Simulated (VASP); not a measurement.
Set up this calculation in VASP 6.6.1, as the native input.

```
Task                   : single point
Functional             : RPBE
Potentials or basis    : VASP PAW PBE potentials, release 64 (As)
Cutoff                 : 520 eV
k mesh                 : 9 × 9 × 9
Occupations            : fermi-dirac, width 0.05 eV
Spin                   : no spin polarisation
Dipole correction      : no
Further INCAR settings : ALGO = Normal; EDIFF = 1e-07; NBANDS = 12
```

The structure of As lies in POSCAR:

```
As
1.0
    1.8234786593      1.0527858948      6.9131199517
   -1.8234786593      1.0527858948      6.9131199517
    0.0000000000     -2.1055717897      6.9131199517
As
2
Direct
    0.2001589502      0.2001589502      0.2001589502
    0.7998410498      0.7998410498      0.7998410498
```

One way to write it, as run:

INCAR

```
ALGO = Normal
EDIFF = 1E-7
ENCUT = 520
GGA = RP
ISIF = 2
ISMEAR = -1
LASPH = T
LCHARG = F
LREAL = F
LWAVE = F
NBANDS = 12
NELM = 60
PREC = Accurate
SIGMA = 0.05
```

KPOINTS

```
k-points
0
Gamma
  9 9 9
```

Potentials or basis: VASP PAW PBE potentials, release 64 (As).

Run with:

```bash
$ cat potpaw_PBE.64/As/POTCAR > POTCAR
$ mpirun -np 1 vasp_std > vasp.out
```

Results of the run:

| Quantity | Value |
| --- | --- |
| Pressure | 0.2 GPa |
| Largest force | 0.072 eV/Å |
| Band gap on the k mesh | 1.66 eV (least direct gap 1.80 eV) |

Caveat: the PAW data sets were made with another functional, which shifts forces and pressure a little; an odd mesh through Γ misses points on the zone boundary, where band edges can lie.

Run time: 6.2 min on 1 thread of Intel Xeon 8259CL (shared host), peak memory 0.4 GiB.
